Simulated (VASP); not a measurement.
Write the native input for VASP 6.6.1 that does the following.

| Quantity | Value |
| --- | --- |
| Task | single point |
| Functional | PBEsol |
| Potentials or basis | VASP PAW PBE potentials, release 64 (W_sv) |
| Cutoff | 520 eV |
| k mesh | 18 × 18 × 18 |
| Occupations | gaussian, width 0.1 eV |
| Spin | no spin polarisation |
| Dipole correction | no |
| Further INCAR settings | ALGO = Fast; EDIFF = 1e-06; NBANDS = 13 |

The structure of W lies in POSCAR:

```
W
1.0
   -1.5771801389      1.5771801389      1.5771801389
    1.5771801389     -1.5771801389      1.5771801389
    1.5771801389      1.5771801389     -1.5771801389
W
1
Direct
    0.0000000000      0.0000000000      0.0000000000
```

These files were run (other wordings do the same):

INCAR

```
SYSTEM = W
  PREC = Accurate
  ENCUT = 520
  EDIFF = 1E-6
  ISMEAR = 0
  SIGMA = 0.1
  LREAL = .FALSE.
  LASPH = .TRUE.
  NELM = 80
  ALGO = Fast
  ISIF = 2
  LWAVE = .FALSE.
  LCHARG = .TRUE.
  GGA = PS
  LELF = .TRUE.
  LVHAR = .TRUE.
  NBANDS = 13
```

KPOINTS

```
Automatic mesh
0
G
  18 18 18
  0 0 0
```

Potentials or basis: VASP PAW PBE potentials, release 64 (W_sv).

Launch:

```sh
$ cat potpaw_PBE.64/W_sv/POTCAR > POTCAR
$ mpirun -np 1 vasp_std > vasp.out
```

Results of the run:

The pressure is 0.7 GPa and the band gap on the k mesh is zero (band 7 reaches 16.67 eV, above the bottom of band 8 at 10.17 eV).

Caveat: the PAW data sets were made with another functional, which shifts forces and pressure a little; spin-orbit coupling is left out, which moves the levels of the heavy elements.

Wall time 15 s on 1 thread of Intel(R) Xeon(R) 6975P-C (Granite Rapids) (shared host), peak memory 0.15 GiB.
